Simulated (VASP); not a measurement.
## Sn: single point with PBEsol

Sn:

```
Sn
1.0
    -1.76970    1.81994    2.45526
     1.76970   -1.81994    2.45526
     1.76970    1.81994   -2.45526
Sn
1
Direct
  0.00000 0.00000 0.00000
```

This cell differs from its parent crystal: strain +0.025 along x and y, +0.050 along z.

* Program: VASP 6.6.1
* Task: single point
* Functional: PBEsol
* Potentials or basis: VASP PAW PBE potentials, release 64 (Sn_d)
* Cutoff: 520 eV
* k mesh: 20 × 20 × 20
* Occupations: gaussian, width 0.15 eV
* Spin: no spin polarisation
* Dipole correction: no
* Further INCAR settings: ALGO = Fast; EDIFF = 1e-06; NBANDS = 13

| Quantity | Value |
| --- | --- |
| Pressure | -6.4 GPa |
| Band gap on the k mesh | zero (bands 7 and 8 overlap by 7.95 eV) |

Stress tensor (GPa, compression positive):
```
-6.28  0.00  0.00
 0.00 -6.56  0.00
 0.00  0.00 -6.35
```

Levels at points of the mesh, in eV from the Fermi level:
| k point | band 4 | band 5 | band 6 | band 7 | band 8 | band 9 | band 10 | band 11 |
| --- | --- | --- | --- | --- | --- | --- | --- | --- |
| (0.00, 0.00, 0.00) | -21.40 | -21.38 | -10.16 | 6.24 | 6.42 | 6.73 | 10.42 | 10.58 |
| (0.50, 0.00, 0.00) | -21.35 | -21.34 | -6.74 | -3.95 | 4.87 | 5.23 | 9.04 | 9.85 |
| (0.00, 0.50, 0.00) | -21.34 | -21.34 | -6.51 | -3.89 | 4.49 | 5.01 | 8.61 | 9.40 |
| (0.50, 0.50, 0.00) | -21.33 | -21.33 | -5.25 | -3.14 | 1.87 | 2.08 | 5.10 | 5.65 |
| (0.50, 0.50, 0.50) | -21.33 | -21.33 | -4.87 | -2.89 | 1.31 | 1.90 | 4.60 | 5.45 |

Run time: 3 min on 1 thread of Intel(R) Xeon(R) 6975P-C (Granite Rapids) (shared host), peak memory 0.52 GiB.

Caveat: the cell differs from its parent crystal (strain +0.025 along x and y, +0.050 along z); the cell stands under tension; the PAW data sets were made with another functional, which shifts forces and pressure a little; spin-orbit coupling is left out, which moves the levels of the heavy elements.
